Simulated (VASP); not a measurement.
## B2F: relaxation of cell and atoms with PBE

Crystal: B2F.

```xyz
3
Lattice="2.1836 0.0000 0.0000 -1.0918 1.8911 0.0000 0.0000 0.0000 5.1496" Properties=species:S:1:pos:R:3 pbc="T T T"
B     0.0000    0.0000    3.5646
B     0.0000    0.0000    1.5850
F     0.0000    0.0000    0.0000
```

```yaml
Program: VASP 6.6.1
Task: relaxation of cell and atoms
Functional: PBE
Potentials_or_basis: VASP PAW PBE potentials, release 64 (B, F)
Cutoff: 600 eV
k_mesh: 24 × 24 × 10
Occupations: gaussian, width 0.1 eV
Spin: no spin polarisation
Dipole_correction: no
Further_INCAR_settings: ALGO = Normal; EDIFF = 1e-06; IBRION = 2; EDIFFG = -0.01; NSW = 100; ISIF = 3
```

```
Relaxed volume                         : 7.09 Å³/atom
Relaxed cell                           : a = 2.192 Å, b = 2.192 Å, c = 5.113 Å, α = 90.00°, β = 90.00°, γ = 120.00°
Space group after relaxing (to 0.05 Å) : P6/mmm (No. 191)
Energy gained by relaxing              : 1.0 meV/atom
Ionic steps                            : 5
Pressure after relaxing                : 0.0 GPa
Largest force after relaxing           : 0.003 eV/Å
```

Forces on the atoms (eV/Å):
```
B    0.000  0.000  0.003
B    0.000  0.000 -0.003
F    0.000  0.000  0.000
```

Step by step:
| step | energy change (eV) | largest force (eV/Å) | pressure (GPa) | volume (Å³) |
| --- | --- | --- | --- | --- |
| 1 | 0.0000 | 0.0512 | -0.43 | 21.26 |
| 2 | -0.0025 | 0.0792 | 0.86 | 21.21 |
| 3 | -0.0026 | 0.0738 | 0.64 | 21.22 |
| 4 | -0.0029 | 0.0229 | -0.16 | 21.29 |
| 5 | -0.0029 | 0.0030 | 0.04 | 21.28 |

Final structure:
```xyz
3
Lattice="2.1920 0.0000 0.0000 -1.0960 1.8984 0.0000 0.0000 0.0000 5.1127" Properties=species:S:1:pos:R:3 pbc="T T T"
B    -1.0960    1.8984    3.5341
B     0.0000    0.0000    1.5787
F     0.0000    0.0000    0.0000
```

Levels at points of the mesh, in eV from the Fermi level:
```
           k point  band 2  band 3  band 4  band 5  band 6  band 7  band 8  band 9  band 10
(0.00, 0.00, 0.00)  -14.25  -12.87   -3.83   -3.83   -3.63   -0.84   11.19   11.96    11.96
(0.50, 0.00, 0.00)  -10.73  -10.57   -5.06   -4.53   -3.99   -3.44    4.40    4.92     7.78
(0.00, 0.00, 0.50)  -15.15  -10.39   -7.63   -3.82   -3.82    3.98    7.85   11.55    11.55
(0.50, 0.00, 0.50)  -10.59  -10.58   -6.01   -5.05   -3.66   -1.53    1.86    7.26     8.98
```

It took 3.1 min on 1 thread of Intel(R) Xeon(R) Platinum 8259CL CPU @ 2.50GHz (Skylake/Cascade Lake), with other jobs on the host, peak memory 0.21 GiB.

Caveat: an odd number of electrons without spin polarisation forces a metal; a magnetic or distorted state may lie lower.
